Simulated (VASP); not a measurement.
# TaTl (P6/mmm) in VASP: notebook

TaTl is run at these levels: PBE; tasks: single point.

Everything below comes from runs of VASP 6.6.1. Logs are shortened: lines on timing, memory, paths and dates and some standing lists are left out, and cuts for length are marked.

### Step 1. The cell of the first run

The structure is hexagonal, space group P6/mmm (No. 191). The conventional cell has a = 5.724 Å, b = 5.724 Å, c = 4.618 Å, α = 90.00°, β = 90.00°, γ = 120.00°. Ta (site symmetry mmm) has 6 Tl at 2.84 to 2.86 Å and 4 Ta at 2.86 Å within 3.7 Å. Within 3.8 Å of Tl (site symmetry 6/mmm) lie 6 Ta at 2.86 Å. Within 3.7 Å of Tl (site symmetry -6m2) lie 6 Ta at 2.84 Å and 3 Tl at 3.30 Å.

### Step 2. Single point, PBE

Input file INCAR:

```
PREC     = Accurate       # precision mode
ENCUT    = 520            # plane-wave cutoff, eV
EDIFF    = 1E-6           # SCF threshold, eV
ISMEAR   = 0              # smearing method
SIGMA    = 0.1            # smearing width, eV
LREAL    = False          # projectors in reciprocal space
LASPH    = True           # aspherical terms in the spheres
NELM     = 60             # most SCF steps
ALGO     = Fast           # electronic algorithm
ISIF     = 2              # what is computed and relaxed
LWAVE    = False          # write WAVECAR
LCHARG   = True           # write CHGCAR
GGA      = PE             # functional
LELF     = True           # ELF
LVHAR    = True         
NBANDS   = 45             # bands
```

Input file KPOINTS:

```
Automatic mesh
0
Gamma
  6 6 4
```

Input file POSCAR:

```
TaTl
1.0
    5.7239133076      0.0000000000      0.0000000000
   -2.8619566538      4.9570543334      0.0000000000
    0.0000000000      0.0000000000      4.6181573277
Ta Tl
3 3
Direct
    0.5000000000      0.0000000000      0.0000000000
    0.5000000000      0.5000000000      0.0000000000
    0.0000000000      0.5000000000      0.0000000000
    0.0000000000      0.0000000000      0.0000000000
    0.3333333333      0.6666666667      0.5000000000
    0.6666666667      0.3333333333      0.5000000000
```

Potentials or basis: VASP PAW PBE potentials, release 64 (Ta_pv, Tl_d).

On the command line:

```
> cat potpaw_PBE.64/Ta_pv/POTCAR potpaw_PBE.64/Tl_d/POTCAR > POTCAR
> mpirun -np 1 vasp_std > vasp.out
```

OUTCAR:

```text
PREC = Accurate
   ENCUT = 520
   EDIFF = 1E-6
   ISMEAR = 0
   LREAL = False
   LASPH = True
   NELM = 60
   ISIF = 2
   GGA = PE

 ion  position               nearest neighbor table
   1  0.500  0.000  0.000-   5 2.84   6 2.84   5 2.84   6 2.84   2 2.86   3 2.86   2 2.86   3 2.86
                             4 2.86   4 2.86
   2  0.500  0.500  0.000-   5 2.84   6 2.84   5 2.84   6 2.84   1 2.86   4 2.86   1 2.86   4 2.86
                             3 2.86   3 2.86
   3  0.000  0.500  0.000-   5 2.84   6 2.84   5 2.84   6 2.84   1 2.86   4 2.86   4 2.86   1 2.86
                             2 2.86   2 2.86
   4  0.000  0.000  0.000-   2 2.86   3 2.86   3 2.86   2 2.86   1 2.86   1 2.86   6 4.03   5 4.03
                             6 4.03   5 4.03   6 4.03   6 4.03   5 4.03   5 4.03   6 4.03   5 4.03
   5  0.333  0.667  0.500-   1 2.84   1 2.84   3 2.84   3 2.84   2 2.84   2 2.84   6 3.30   6 3.30
                             6 3.30   4 4.03   4 4.03   4 4.03   4 4.03   4 4.03   4 4.03
   6  0.667  0.333  0.500-   1 2.84   1 2.84   3 2.84   3 2.84   2 2.84   2 2.84   5 3.30   5 3.30
                             5 3.30   4 4.03   4 4.03   4 4.03   4 4.03   4 4.03   4 4.03

  LATTYP: Found a hexagonal cell.
 ALAT       =     5.7239133076
 C/A-ratio  =     0.8068181818

  Lattice vectors:

 A1 = (   5.7239133076,   0.0000000000,   0.0000000000)
 A2 = (  -2.8619566538,   4.9570543334,   0.0000000000)
 A3 = (   0.0000000000,   0.0000000000,   4.6181573277)

Analysis of symmetry for initial positions (statically):
=====================================================================
 Subroutine PRICEL returns:
 Original cell was already a primitive cell.

 Routine SETGRP: Setting up the symmetry group for a
 hexagonal supercell.

 Subroutine GETGRP returns: Found 24 space group operations
 (whereof 24 operations were pure point group operations)
 out of a pool of 24 trial point group operations.

The static configuration has the point symmetry D_6h.

Analysis of symmetry for dynamics (positions and initial velocities):
=====================================================================
 Subroutine PRICEL returns:
 Original cell was already a primitive cell.

 Routine SETGRP: Setting up the symmetry group for a
 hexagonal supercell.

 Subroutine GETGRP returns: Found 24 space group operations
 (whereof 24 operations were pure point group operations)
 out of a pool of 24 trial point group operations.

The dynamic configuration has the point symmetry D_6h.

 Subroutine INISYM returns: Found 24 space group operations
 (whereof 24 operations are pure point group operations),
 and found     1 'primitive' translations

----------------------------------------------------------------------------------------

                                     Primitive cell

  volume of cell :     131.0344

  direct lattice vectors                    reciprocal lattice vectors
     5.723913308  0.000000000  0.000000000     0.174705651  0.100866355  0.000000000
    -2.861956654  4.957054333  0.000000000     0.000000000  0.201732709  0.000000000
     0.000000000  0.000000000  4.618157328     0.000000000  0.000000000  0.216536581

  length of vectors
     5.723913308  5.723913308  4.618157328     0.201732709  0.201732709  0.216536581

  position of ions in fractional coordinates (direct lattice)
     0.500000000  0.000000000  0.000000000
     0.500000000  0.500000000  0.000000000
     0.000000000  0.500000000  0.000000000
     0.000000000  0.000000000  0.000000000
     0.333333333  0.666666667  0.500000000
     0.666666667  0.333333333  0.500000000

  ion indices of the primitive-cell ions
   primitive index   ion index
                 1           1
                 2           2
                 3           3
                 4           4
                 5           5
                 6           6

----------------------------------------------------------------------------------------

 KPOINTS: Automatic mesh

Automatic generation of k-mesh.
 Grid dimensions read from file:
 generate k-points for:    6    6    4

 Generating k-lattice:

  Cartesian coordinates                     Fractional coordinates (reciprocal lattice)
     0.029117608  0.016811059  0.000000000     0.166666667 -0.000000000  0.000000000
     0.000000000  0.033622118  0.000000000     0.000000000  0.166666667  0.000000000
     0.000000000  0.000000000  0.054134145     0.000000000  0.000000000  0.250000000

  Length of vectors
     0.033622118  0.033622118  0.054134145

  Shift w.r.t. Gamma in fractional coordinates (k-lattice)
     0.000000000  0.000000000  0.000000000

 Subroutine IBZKPT returns following result:
 ===========================================

 Found     21 irreducible k-points:

 Following reciprocal coordinates:
            Coordinates               Weight
  0.000000  0.000000  0.000000      1.000000
  0.166667  0.000000  0.000000      6.000000
  0.333333  0.000000  0.000000      6.000000
  0.500000  0.000000  0.000000      3.000000
  0.166667  0.166667  0.000000      6.000000
  0.333333  0.166667  0.000000     12.000000
[... 13 lines left out ...]
  0.333333  0.166667  0.500000     12.000000
  0.333333  0.333333  0.500000      2.000000
   k-points           NKPTS =     21   k-points in BZ     NKDIM =     21   number of bands    NBANDS=     45
   number of dos      NEDOS =    301   number of ions     NIONS =      6
   total plane-waves  NPLWV =  82944
   dimension x,y,z NGX =    48 NGY =   48 NGZ =   36
   dimension x,y,z NGXF=    96 NGYF=   96 NGZF=   72
   ions per type =               3   3
   NGX,Y,Z   is equivalent  to a cutoff of  13.94, 13.94, 12.96 a.u.
   NGXF,Y,Z  is equivalent  to a cutoff of  27.88, 27.88, 25.92 a.u.
 SYSTEM =  unknown system
   PREC   = accura    normal or accurate (medium, high low for compatibility)
   ISTART =      0    job   : 0-new  1-cont  2-samecut
   ICHARG =      2    charge: 1-file 2-atom 10-const
   ISPIN  =      1    spin polarized calculation?
   LNONCOLLINEAR =      F non collinear calculations
   LSORBIT =      F    spin-orbit coupling
   LASPH  =      T    aspherical Exc in radial PAW
   ENCUT  =  520.0 eV  38.22 Ry    6.18 a.u.  10.64 10.64  8.59*2*pi/ulx,y,z
   NELM   =     60;   NELMIN=  2; NELMDL= -5     # of ELM steps
   EDIFF  = 0.1E-05   stopping-criterion for ELM
   LREAL  =      F    real-space projection
   EDIFFG = 0.1E-04   stopping-criterion for IOM
   NSW    =      0    number of steps for IOM
   IBRION =     -1    ionic relax: 0-MD 1-quasi-New 2-CG
   NFREE  =      0    steps in history (QN), initial steepest desc. (CG)
   ISIF   =      2    stress and relaxation
   ISYM   =      2    0-nonsym 1-usesym 2-fastsym
   POTIM  = 0.5000    time-step for ionic-motion
   TEBEG  =    0.0;   TEEND  =   0.0 temperature during run
   PSTRESS=    0.0 pullay stress
   NELECT =      72.0000    total number of electrons
   NUPDOWN=      -1.0000    fix difference up-down
   EMIN   =  10.00;   EMAX   =-10.00  energy-range for DOS
   EFERMI =   0.00;   METHOD = LEGACY
   ISMEAR =     0;   SIGMA  =   0.10  broadening in eV -4-tet -1-fermi 0-gaus
   EFERMI_NEDOS =   21; number of points for ismear=-14 and -15
   IALGO  =     68    algorithm
   IMIX   =      4    mixing-type and parameters
     AMIX     =   0.40;   BMIX     =  1.00
     AMIX_MAG =   1.60;   BMIX_MAG =  1.00
  volume/ion in A,a.u.               =      21.84       147.38
  Fermi-wavevector in a.u.,A,eV,Ry     =   1.340882  2.533899 24.462787  1.797964
  Thomas-Fermi vector in A             =   2.469160
   LORBIT       =      0    0 simple, 1 ext, 2 COOP (PROOUT), +10 PAW based schemes
   GGA     = PE    functional components
   LHFCALC =     F    Hartree Fock is set to
   AEXX    =    0.0000 exact exchange contribution
   IVDW    =     0    specifies the selected vdW correction
   LEPSILON=     F    determine dielectric tensor
   LRPA    =     F    only Hartree local field effects (RPA)
 non-spin polarized calculation
 RMM-DIIS sequential band-by-band and
 Gauss-broadening in eV      SIGMA  =   0.10
  energy-cutoff  :      520.00
  volume of cell :      131.03
 maximum number of plane-waves:      3557
 NGX is ok and might be reduce to    48
   NGX = 21   NGY = 21   NGZ = 17

 number of electron      72.0000005 magnetization

 Free energy of the ion-electron system (eV)
  ---------------------------------------------------
  ext. energy  EPLUGINS =         0.00000000
  ---------------------------------------------------
  free energy    TOTEN  =       -37.84814082 eV

  energy without entropy =      -37.82121027  energy(sigma->0) =      -37.83467555

 E-fermi :   6.6378     XC(G=0): -11.3684

 val. band max:        6.6222586262   @ k =   0.3333   0.3333   0.2500
 cond. band min:       6.6497122156   @ k =   0.1667   0.1667   0.2500
 fundamental gap:      0.0274535894
 Fermi energy:         6.6377861939

 k-point     1 :       0.0000    0.0000    0.0000
  band No.  band energies     occupation
      1     -28.0406      2.00000
      2     -27.7579      2.00000
      3     -27.7579      2.00000
      4     -27.7348      2.00000
      5     -27.6023      2.00000
      6     -27.6023      2.00000
[... 37 lines left out ...]
     44      10.8399      0.00000
     45      11.1518      0.00000

 k-point     2 :       0.1667    0.0000    0.0000
  band No.  band energies     occupation
      1     -27.9905      2.00000
      2     -27.7496      2.00000
      3     -27.7271      2.00000
      4     -27.7230      2.00000
      5     -27.6103      2.00000
      6     -27.6024      2.00000
[... 37 lines left out ...]
     44      10.9793      0.00000
     45      11.7119      0.00000

 k-point     3 :       0.3333    0.0000    0.0000
  band No.  band energies     occupation
      1     -27.8894      2.00000
      2     -27.7072      2.00000
      3     -27.6897      2.00000
      4     -27.6307      2.00000
      5     -27.6280      2.00000
      6     -27.6025      2.00000
[... 853 lines left out ...]
     44       9.5056      0.00000
     45      10.3302      0.00000

 k-point    21 :       0.3333    0.3333    0.5000
  band No.  band energies     occupation
      1     -27.6768      2.00000
      2     -27.6768      2.00000
      3     -27.6670      2.00000
      4     -27.6670      2.00000
      5     -27.6629      2.00000
      6     -27.6012      2.00000
[... 37 lines left out ...]
     44       9.0525      0.00000
     45      10.4192      0.00000

------------------------ aborting loop because EDIFF is reached ----------------------------------------

  FORCE on cell =-STRESS in cart. coord.  units (eV):
  Direction    XX          YY          ZZ          XY          YZ          ZX
  --------------------------------------------------------------------------------------
  -------------------------------------------------------------------------------------
  Total        8.3369794      8.3369794     18.1010056      0.0000000      0.0000000      0.0000000
  in kB      101.9374725    101.9374725    221.3236560      0.0000000      0.0000000      0.0000000
  external PRESSURE =     141.7328670 kB  Pullay stress =       0.0000000 kB

 VOLUME and BASIS-vectors are now :
 -----------------------------------------------------------------------------
  energy-cutoff  :      520.00
  volume of cell :      131.03
      direct lattice vectors                 reciprocal lattice vectors
     5.723913308  0.000000000  0.000000000     0.174705651  0.100866355  0.000000000
    -2.861956654  4.957054333  0.000000000     0.000000000  0.201732709  0.000000000
     0.000000000  0.000000000  4.618157328     0.000000000  0.000000000  0.216536581

 POSITION                                       TOTAL-FORCE (eV/Angst)
 -----------------------------------------------------------------------------------
      2.86196      0.00000      0.00000        -0.000000      0.000000     -0.000000
      1.43098      2.47853      0.00000        -0.000000      0.000000     -0.000000
     -1.43098      2.47853      0.00000        -0.000000      0.000000     -0.000000
      0.00000      0.00000      0.00000        -0.000000      0.000000     -0.000000
     -0.00000      3.30470      2.30908         0.000000     -0.000000      0.000000
      2.86196      1.65235      2.30908         0.000000      0.000000     -0.000000
 -----------------------------------------------------------------------------------
    total drift:                               -0.000000      0.000000      0.000000

  FREE ENERGIE OF THE ION-ELECTRON SYSTEM (eV)
  ---------------------------------------------------
  free  energy   TOTEN  =       -37.8481408233 eV

  energy  without entropy=      -37.8212102722  energy(sigma->0) =      -37.83467555
```

Wall time 4.2 min (1 thread of Intel Xeon Platinum 8375C at 2.90GHz (Ice Lake), shared host); peak memory 0.33 GiB.

What came out:

* Free energy: -37.8481 eV
* Pressure: 14.2 GPa
* Band gap on the k mesh: zero (band 36 reaches 7.09 eV, above the bottom of band 37 at 6.37 eV)

Caveat: spin-orbit coupling is left out, which moves the levels of the heavy elements.

(Part 1 of 2 ends here.)
